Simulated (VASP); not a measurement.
Wanted: the native input for a VASP 6.6.1 run.

```
Task                   : single point
Functional             : PBE
Potentials or basis    : VASP PAW PBE potentials, release 64 (Zn, O)
Cutoff                 : 520 eV
k mesh                 : 12 × 12 × 4
Occupations            : gaussian, width 0.01 eV
Spin                   : no spin polarisation
Dipole correction      : no
Further INCAR settings : ALGO = Normal; EDIFF = 1e-06; NBANDS = 26
```

The structure of ZnO (zincite) lies in POSCAR:

```
ZnO
1.0
    3.1602406537      0.0000000000      0.0000000000
   -1.5801203269      2.7368484230      0.0000000000
    0.0000000000      0.0000000000      5.0630144059
Zn O
2 2
Direct
    0.3333333333      0.6666666667      0.5000000000
    0.6666666667      0.3333333333      0.0000000000
    0.6666666667      0.3333333333      0.3790100000
    0.3333333333      0.6666666667      0.8790100000
```

These files were run (other wordings do the same):

INCAR

```
ALGO = Normal ; EDIFF = 1E-6
ENCUT = 520 ; GGA = PE
ISIF = 2 ; ISMEAR = 0
LASPH = T ; LCHARG = F
LREAL = F ; LWAVE = F
NBANDS = 26 ; NELM = 60
PREC = Accurate ; SIGMA = 0.01
```

KPOINTS

```
k-points
0
Gamma
  12 12 4
```

Potentials or basis: VASP PAW PBE potentials, release 64 (Zn, O).

Launch:

```bash
$ cat potpaw_PBE.64/Zn/POTCAR potpaw_PBE.64/O/POTCAR > POTCAR
$ mpirun -np 1 vasp_std > vasp.out
```

It gave:

The pressure is 21.4 GPa, the largest force is 0.107 eV/Å and the band gap on the k mesh is 0.91 eV, direct.

Wall time 45 s on 1 thread of Intel Xeon 6975P-C, with other jobs on the host, peak memory 0.19 GiB.
